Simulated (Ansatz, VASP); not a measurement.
# SiC: VASP beside Ansatz

Contents of POSCAR:

```
SiC
1.0
    0.0000000000      2.1740000000      2.1740000000
    2.1740000000      0.0000000000      2.1740000000
    2.1740000000      2.1740000000      0.0000000000
Si C
1 1
Direct
   -0.1034958602     -0.1034958602     -0.0428693889
    0.7500000000      0.7500000000      0.7500000000
```

INCAR.step1

```
SYSTEM = SiC
PREC = Accurate
ENCUT = 520
ISMEAR = 0
SIGMA = 0.05
LREAL = .False.
LASPH = .True.
NELM = 60
NBANDS = 11
GGA = PE
ALGO = Normal
EDIFF = 1E-4
LWAVE = .True.
LCHARG = .False.
```

File INCAR.step2:

```
SYSTEM = SiC
PREC = Accurate
ENCUT = 520
EDIFF = 1E-6
ISMEAR = 0
SIGMA = 0.05
LREAL = .False.
LASPH = .True.
NELM = 60
ALGO = Normal
ISIF = 2
LWAVE = .False.
LCHARG = .True.
METAGGA = R2SCAN
LMIXTAU = .True.
LELF = .True.
LVHAR = .True.
NBANDS = 11
ISTART = 1
```

The input KPOINTS:

```
regular mesh
0
Gamma
  12 12 12
  0 0 0
```

Input for Ansatz:

```yaml
crystal:
  lattice:
    - [0.0, 2.174, 2.174]
    - [2.174, 0.0, 2.174]
    - [2.174, 2.174, 0.0]
  atoms:
    - { symbol: Si, position: [-0.1034958602, -0.1034958602, -0.0428693889] }
    - { symbol: C, position: [0.75, 0.75, 0.75] }
basis:
  ecutwfc: 500
kpoints:
  mp_grid: { grid: [12, 12, 12] }
hamiltonian:
  xc: r2scan
scf:
  occupations: { method: gaussian, width: 0.05 }
output:
  forces: true
  stress: true
  eigenvalues: true
  write_density: true
  write_potential: true
  elf: true
  volumetric_format: npy
```

Alike in both runs: task single point; functional r2SCAN; k mesh 12 × 12 × 12; occupations gaussian, width 0.05 eV; no spin polarisation.

```csv
,VASP,Ansatz
version,VASP 6.6.1,Ansatz 0.2.0
potentials or method,"VASP PAW PBE potentials, release 64 (Si, C), cutoff 520 eV","scalar-relativistic, plane waves, PAW"
valence electrons in the cell,8,8
```

|  | VASP | Ansatz | Ansatz less VASP |
| --- | --- | --- | --- |
| gap on the k mesh at the Fermi level (eV) | 0.47 | 0.51 | +0.048 |
| least direct gap on the mesh (eV) | 3.37 | 3.36 | -0.009 |
| rms of the force components (eV/Å) | 27.141 | 27.849 | +0.7077 |

VASP's potentials were made for PBE, not for r2SCAN. Atom by atom the forces differ by 0.708 eV/Å (rms over components).
